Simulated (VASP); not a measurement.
# Si16N (a cell with a defect) in VASP: single point with PBE

Aim: the single point of Si16N (a cell with a defect) with PBE.

All numbers are computed with VASP 6.6.1; they aren't measurements. Logs are shortened: lines on timing, memory, paths and dates and some standing lists are left out, and cuts for length are marked.

### Step 1. The cell of the first run

The cell holds a defect, 17 atoms: a = 7.679 Å, b = 7.679 Å, c = 7.679 Å, α = 60.00°, β = 60.00°, γ = 60.00°.

### Step 2. Single point, PBE, collinear spin, ferromagnetic start

INCAR reads:

```
SYSTEM = Si16N
PREC     = Accurate       ! precision mode
ENCUT    = 520            ! plane-wave cutoff, eV
EDIFF    = 1E-7           ! SCF threshold, eV
ISMEAR   = -1             ! smearing method
SIGMA    = 0.05           ! smearing width, eV
LREAL    = Auto         
LASPH    = .True.         ! aspherical terms in the spheres
NELM     = 150            ! most SCF steps
ALGO     = Normal         ! electronic algorithm
ISIF     = 2              ! what is computed and relaxed
LWAVE    = .False.        ! write WAVECAR
LCHARG   = .False.        ! write CHGCAR
ISPIN    = 2              ! spin polarisation
MAGMOM   = 0 0 0 0 0 0 0 0 0 0 0 0 0 0 0 0 1 ! initial moments
LORBIT   = 11             ! projections on sites
GGA      = PE             ! functional
NBANDS   = 52             ! bands
```

KPOINTS reads:

```
Automatic mesh
0
Gamma
  2 2 2
  0 0 0
```

POSCAR reads:

```
Si16N
1.0
    0.0000000000      5.4300000000      5.4300000000
    5.4300000000      0.0000000000      5.4300000000
    5.4300000000      5.4300000000      0.0000000000
Si N
16 1
Direct
    0.0694106814     -0.0986556169     -0.0357458564
    0.1700552486      0.0476979742      0.1055064457
   -0.0394659300      0.0590423573      0.4713627993
    0.1448158379      0.1619060773      0.5766758748
   -0.0158379374      0.4544383057      0.0077716390
    0.1513812155      0.5209023941      0.1348250460
   -0.0065469613      0.5341160221      0.5239318600
    0.1254143646      0.6990055249      0.6849355433
    0.5407090239     -0.0753683241     -0.0700276243
    0.6665009208      0.0049907919      0.1149723757
    0.5377348066     -0.0078637201      0.5163535912
    0.5252394107      0.2456629834      0.6529926335
    0.5059760589      0.3718876611      0.0329189687
    0.6206169429      0.5619613260      0.1373388582
    0.4688581952      0.6525414365      0.4692817680
    0.6320718232      0.6287569061      0.7225322284
    0.7168324125      1.1398526703      0.4448987109
```

Potentials or basis: VASP PAW PBE potentials, release 64 (Si, N).

Command:

```console
$ cat potpaw_PBE.64/Si/POTCAR potpaw_PBE.64/N/POTCAR > POTCAR
$ mpirun -np 1 vasp_std > vasp.out
```

OUTCAR:

```text
SYSTEM = Si16N
   PREC = Accurate
   ENCUT = 520
   EDIFF = 1E-7
   ISMEAR = -1
   LREAL = Auto
   LASPH = .True.
   NELM = 150
   ISIF = 2
   ISPIN = 2
   LORBIT = 11
   GGA = PE

 ion  position               nearest neighbor table
   1  0.069  0.901  0.964-   6 2.41   2 2.44  10 2.53   4 2.58   8 2.99
   2  0.170  0.048  0.106-   9 2.36   1 2.44   3 2.46   5 2.57
   3  0.961  0.059  0.471-  17 1.74   8 2.45   2 2.46   4 2.49  12 2.78
   4  0.145  0.162  0.577-   7 2.38   3 2.49  11 2.51   1 2.58   6 3.12
   5  0.984  0.454  0.008-  14 2.28   6 2.30   8 2.35   2 2.57
   6  0.151  0.521  0.135-  13 2.23   5 2.30   1 2.41   7 2.64   8 3.09   4 3.12
   7  0.993  0.534  0.524-  16 2.33   4 2.38   6 2.64   8 2.87
   8  0.125  0.699  0.685-  15 2.26   5 2.35   3 2.45   7 2.87   1 2.99   6 3.09
   9  0.541  0.925  0.930-  12 2.31  14 2.35   2 2.36  10 2.49  11 2.96  16 3.02
  10  0.667  0.005  0.115-  13 2.32   9 2.49   1 2.53  11 2.69  15 3.11
  11  0.538  0.992  0.516-  17 1.91  16 2.35   4 2.51  12 2.58  10 2.69   9 2.96  15 3.12
  12  0.525  0.246  0.653-  17 1.77   9 2.31  11 2.58  15 2.61   3 2.78
  13  0.506  0.372  0.033-   6 2.23  10 2.32  16 2.33  14 2.59
  14  0.621  0.562  0.137-   5 2.28   9 2.35  15 2.52  13 2.59  16 2.92
  15  0.469  0.653  0.469-   8 2.26  14 2.52  12 2.61  16 2.69  10 3.11  11 3.12
  16  0.632  0.629  0.723-  13 2.33   7 2.33  11 2.35  15 2.69  14 2.92   9 3.02
  17  0.717  0.140  0.445-   3 1.74  12 1.77  11 1.91

  LATTYP: Found a face centered cubic cell.
 ALAT       =    10.8600000000

  Lattice vectors:

 A1 = (   0.0000000000,   5.4300000000,   5.4300000000)
 A2 = (   5.4300000000,   0.0000000000,   5.4300000000)
 A3 = (   5.4300000000,   5.4300000000,   0.0000000000)

Analysis of symmetry for initial positions (statically):
=====================================================================
 Subroutine PRICEL returns:
 Original cell was already a primitive cell.

 Routine SETGRP: Setting up the symmetry group for a
 face centered cubic supercell.

 Subroutine GETGRP returns: Found  1 space group operations
 (whereof  1 operations were pure point group operations)
 out of a pool of 48 trial point group operations.

The static configuration has the point symmetry C_1 .

Analysis of symmetry for dynamics (positions and initial velocities):
=====================================================================
 Subroutine PRICEL returns:
 Original cell was already a primitive cell.

 Routine SETGRP: Setting up the symmetry group for a
 face centered cubic supercell.

 Subroutine GETGRP returns: Found  1 space group operations
 (whereof  1 operations were pure point group operations)
 out of a pool of 48 trial point group operations.

The dynamic configuration has the point symmetry C_1 .

Analysis of structural, dynamic, and magnetic symmetry:
=====================================================================
 Subroutine PRICEL returns:
 Original cell was already a primitive cell.

 Routine SETGRP: Setting up the symmetry group for a
 face centered cubic supercell.

 Subroutine GETGRP returns: Found  1 space group operations
 (whereof  1 operations were pure point group operations)
 out of a pool of 48 trial point group operations.

The overall configuration has the point symmetry C_1 .

 Subroutine INISYM returns: Found  1 space group operations
 (whereof  1 operations are pure point group operations),
 and found     1 'primitive' translations

----------------------------------------------------------------------------------------

                                     Primitive cell

  volume of cell :     320.2060

  direct lattice vectors                    reciprocal lattice vectors
     0.000000000  5.430000000  5.430000000    -0.092081031  0.092081031  0.092081031
     5.430000000  0.000000000  5.430000000     0.092081031 -0.092081031  0.092081031
     5.430000000  5.430000000  0.000000000     0.092081031  0.092081031 -0.092081031

  length of vectors
     7.679179644  7.679179644  7.679179644     0.159489025  0.159489025  0.159489025

  position of ions in fractional coordinates (direct lattice)
     0.069410681  0.901344383  0.964254144
[... 76 lines left out ...]
   dimension x,y,z NGX =    60 NGY =   60 NGZ =   60
   dimension x,y,z NGXF=   120 NGYF=  120 NGZF=  120
   ions per type =              16   1
   NGX,Y,Z   is equivalent  to a cutoff of  12.99, 12.99, 12.99 a.u.
   NGXF,Y,Z  is equivalent  to a cutoff of  25.98, 25.98, 25.98 a.u.
 SYSTEM =  Si16N
   PREC   = accura    normal or accurate (medium, high low for compatibility)
   ISTART =      0    job   : 0-new  1-cont  2-samecut
   ICHARG =      2    charge: 1-file 2-atom 10-const
   ISPIN  =      2    spin polarized calculation?
   LNONCOLLINEAR =      F non collinear calculations
   LSORBIT =      F    spin-orbit coupling
   LASPH  =      T    aspherical Exc in radial PAW
   ENCUT  =  520.0 eV  38.22 Ry    6.18 a.u.  14.28 14.28 14.28*2*pi/ulx,y,z
   NELM   =    150;   NELMIN=  2; NELMDL= -5     # of ELM steps
   EDIFF  = 0.1E-06   stopping-criterion for ELM
   LREAL  =      T    real-space projection
   EDIFFG = 0.1E-05   stopping-criterion for IOM
   NSW    =      0    number of steps for IOM
   IBRION =     -1    ionic relax: 0-MD 1-quasi-New 2-CG
   NFREE  =      0    steps in history (QN), initial steepest desc. (CG)
   ISIF   =      2    stress and relaxation
   ISYM   =      2    0-nonsym 1-usesym 2-fastsym
   POTIM  = 0.5000    time-step for ionic-motion
   TEBEG  =    0.0;   TEEND  =   0.0 temperature during run
   PSTRESS=    0.0 pullay stress
   NELECT =      69.0000    total number of electrons
   NUPDOWN=      -1.0000    fix difference up-down
   EMIN   =  10.00;   EMAX   =-10.00  energy-range for DOS
   EFERMI =   0.00;   METHOD = LEGACY
   ISMEAR =    -1;   SIGMA  =   0.05  broadening in eV -4-tet -1-fermi 0-gaus
   EFERMI_NEDOS =   21; number of points for ismear=-14 and -15
   IALGO  =     38    algorithm
   IMIX   =      4    mixing-type and parameters
     AMIX     =   0.40;   BMIX     =  1.00
     AMIX_MAG =   1.60;   BMIX_MAG =  1.00
  volume/ion in A,a.u.               =      18.84       127.11
  Fermi-wavevector in a.u.,A,eV,Ry     =   0.981480  1.854728 13.106528  0.963303
  Thomas-Fermi vector in A             =   2.112490
   LORBIT       =     11    0 simple, 1 ext, 2 COOP (PROOUT), +10 PAW based schemes
   GGA     = PE    functional components
   LHFCALC =     F    Hartree Fock is set to
   AEXX    =    0.0000 exact exchange contribution
   IVDW    =     0    specifies the selected vdW correction
   LEPSILON=     F    determine dielectric tensor
   LRPA    =     F    only Hartree local field effects (RPA)
 spin polarized calculation
  energy-cutoff  :      520.00
  volume of cell :      320.21
 maximum number of plane-waves:      8646
 NGX is ok and might be reduce to    60
   NGX = 29   NGY = 29   NGZ = 29

 number of electron      69.0000000 magnetization      -0.0000376

 number of electron      69.0000000 magnetization       0.0000105

 Free energy of the ion-electron system (eV)
  ---------------------------------------------------
  ext. energy  EPLUGINS =         0.00000000
  ---------------------------------------------------
  free energy    TOTEN  =       -87.65452940 eV

  energy without entropy =      -87.60113235  energy(sigma->0) =      -87.62783088

 E-fermi :   6.1506     XC(G=0):  -9.7052

 val. band max:        6.1414801083   @ k =   0.0000   0.5000   0.5000
 cond. band min:       6.1834106197   @ k =   0.5000   0.0000   0.0000
 fundamental gap:      0.0419305114
 Fermi energy:         6.1505823550

 spin component 1

 k-point     1 :       0.0000    0.0000    0.0000
  band No.  band energies     occupation
      1     -10.6288      1.00000
      2      -5.6979      1.00000
      3      -3.9793      1.00000
      4      -3.4549      1.00000
      5      -3.2578      1.00000
      6      -3.0752      1.00000
[... 381 lines left out ...]
     45       9.3189      0.00000
     46       9.5832      0.00000
 Fermi energy:         6.1505823550

 spin component 2

 k-point     1 :       0.0000    0.0000    0.0000
  band No.  band energies     occupation
      1     -10.6288      1.00000
      2      -5.6979      1.00000
      3      -3.9793      1.00000
      4      -3.4549      1.00000
      5      -3.2578      1.00000
      6      -3.0752      1.00000
[... 381 lines left out ...]
     45       9.3189      0.00000
     46       9.5832      0.00000
 [bands above 46 left out]

------------------------ aborting loop because EDIFF is reached ----------------------------------------

  FORCE on cell =-STRESS in cart. coord.  units (eV):
  Direction    XX          YY          ZZ          XY          YZ          ZX
  --------------------------------------------------------------------------------------
  -------------------------------------------------------------------------------------
  Total       -4.9500242     -3.7428245     -2.9357834     -4.0538757     -0.8867942     -5.6646543
  in kB      -24.7678564    -18.7275324    -14.6894357    -20.2839033     -4.4371484    -28.3435672
  external PRESSURE =     -19.3949415 kB  Pullay stress =       0.0000000 kB

 VOLUME and BASIS-vectors are now :
 -----------------------------------------------------------------------------
  energy-cutoff  :      520.00
  volume of cell :      320.21
      direct lattice vectors                 reciprocal lattice vectors
     0.000000000  5.430000000  5.430000000    -0.092081031  0.092081031  0.092081031
     5.430000000  0.000000000  5.430000000     0.092081031 -0.092081031  0.092081031
     5.430000000  5.430000000  0.000000000     0.092081031  0.092081031 -0.092081031

 POSITION                                       TOTAL-FORCE (eV/Angst)
 -----------------------------------------------------------------------------------
     10.13020      5.61280      5.27120         0.801348     -0.881708      0.043292
      0.83190      1.49630      1.18240         0.636795     -0.757507     -0.041110
      2.88010      7.77520      5.53630        -1.694086      0.992043      0.197983
      4.01050      3.91770      1.66550         0.474877      0.744913     -0.365306
      2.50980      5.38620      7.81160        -1.504777      0.744588     -0.262134
      3.56060      1.55410      3.65050         2.022560     -0.274413     -0.059525
[... 9 lines left out ...]
      7.33750      7.35550      6.84630        -0.875297     -1.057111      0.277686
      3.17520      6.30820      4.65180        -0.189704     -0.733752     -0.711708
 -----------------------------------------------------------------------------------
    total drift:                                0.005304      0.008886     -0.001509

  FREE ENERGIE OF THE ION-ELECTRON SYSTEM (eV)
  ---------------------------------------------------
  free  energy   TOTEN  =       -87.6545294010 eV

  energy  without entropy=      -87.6011323536  energy(sigma->0) =      -87.62783088

 total charge

# of ion       s       p       d       tot
------------------------------------------
    1        0.760   0.840   0.000   1.601
    2        0.776   0.843   0.000   1.619
    3        0.753   0.850   0.000   1.603
    4        0.778   0.801   0.000   1.578
    5        0.761   0.908   0.000   1.670
    6        0.773   0.886   0.000   1.659
[... 9 lines left out ...]
   16        0.775   0.863   0.000   1.638
   17        1.266   2.532   0.000   3.798
--------------------------------------------------
tot         13.752  15.955   0.000  29.706

 magnetization (x)

# of ion       s       p       d       tot
------------------------------------------
    1        0.000   0.000   0.000   0.000
    2        0.000   0.000   0.000   0.000
    3       -0.000  -0.000   0.000  -0.000
    4        0.000   0.000   0.000   0.000
    5       -0.000  -0.000   0.000  -0.000
    6        0.000   0.000   0.000   0.000
[... 9 lines left out ...]
   16        0.000   0.000   0.000   0.000
   17        0.000   0.000   0.000   0.000
--------------------------------------------------
tot          0.000   0.000   0.000   0.000
```

It took 20 min on 1 thread of AMD EPYC 7R13, shared host; peak memory 0.69 GiB.

Results:

| Property | Result |
| --- | --- |
| Free energy | -87.6545 eV |
| Pressure | -1.9 GPa |
| Largest force | 2.070 eV/Å |
| Net moment | 0.00 μB per cell |
| Valence electrons inside the program's atomic spheres | Si 1.60, 1.62, 1.58, 1.67, 1.66, 1.55, 1.61, 1.68, 1.64; N 3.80 |

Forces on the atoms (eV/Å):
```
Si   0.801 -0.882  0.043
Si   0.637 -0.758 -0.041
Si  -1.694  0.992  0.198
Si   0.475  0.745 -0.365
Si  -1.505  0.745 -0.262
Si   2.023 -0.274 -0.060
Si  -0.468  0.727  0.421
Si   0.132 -1.692 -1.185
Si   1.074  0.622 -0.008
Si  -0.347  0.770  0.005
Si  -0.515 -0.786  0.882
Si   0.868 -0.282  0.522
Si   0.333  0.934  1.050
Si   0.053 -0.349 -1.183
Si  -0.802  1.279  0.416
Si  -0.875 -1.057  0.278
N   -0.190 -0.734 -0.712
```

Levels at points of the mesh, in eV from the Fermi level:
Spin up:
```tsv
k point	band 31	band 32	band 33	band 34	band 35	band 36	band 37	band 38
(0.00, 0.00, 0.00)	-0.68	-0.59	-0.36	-0.25	-0.04	0.08	0.24	0.41
(0.50, 0.00, 0.00)	-1.21	-0.78	-0.73	-0.31	0.03	0.51	0.62	0.77
(0.00, 0.50, 0.00)	-1.16	-0.94	-0.72	-0.20	-0.08	0.07	0.59	1.24
(0.00, 0.00, 0.50)	-1.06	-0.83	-0.47	-0.37	0.36	0.47	0.63	1.13
(0.50, 0.50, 0.50)	-1.33	-1.11	-0.49	-0.42	-0.23	0.35	0.84	1.11
(0.50, 0.50, 0.00)	-1.39	-0.85	-0.66	-0.38	0.05	0.60	0.88	1.14
(0.00, 0.50, 0.50)	-1.28	-1.02	-0.64	-0.48	-0.01	0.48	0.72	1.24
(0.50, 0.00, 0.50)	-1.26	-1.14	-0.76	-0.38	0.38	0.87	1.12	1.37
```
Spin down:
```tsv
k point	band 31	band 32	band 33	band 34	band 35	band 36	band 37	band 38
(0.00, 0.00, 0.00)	-0.68	-0.59	-0.36	-0.25	-0.04	0.08	0.24	0.41
(0.50, 0.00, 0.00)	-1.21	-0.78	-0.73	-0.31	0.03	0.51	0.62	0.77
(0.00, 0.50, 0.00)	-1.16	-0.94	-0.72	-0.20	-0.08	0.07	0.59	1.24
(0.00, 0.00, 0.50)	-1.06	-0.83	-0.47	-0.37	0.36	0.47	0.63	1.13
(0.50, 0.50, 0.50)	-1.33	-1.11	-0.49	-0.42	-0.23	0.35	0.84	1.11
(0.50, 0.50, 0.00)	-1.39	-0.85	-0.66	-0.38	0.05	0.60	0.88	1.14
(0.00, 0.50, 0.50)	-1.28	-1.02	-0.64	-0.48	-0.01	0.48	0.72	1.24
(0.50, 0.00, 0.50)	-1.26	-1.14	-0.76	-0.38	0.38	0.87	1.12	1.37
```

Caveat: the k points lie up to 0.50 Å⁻¹ apart.
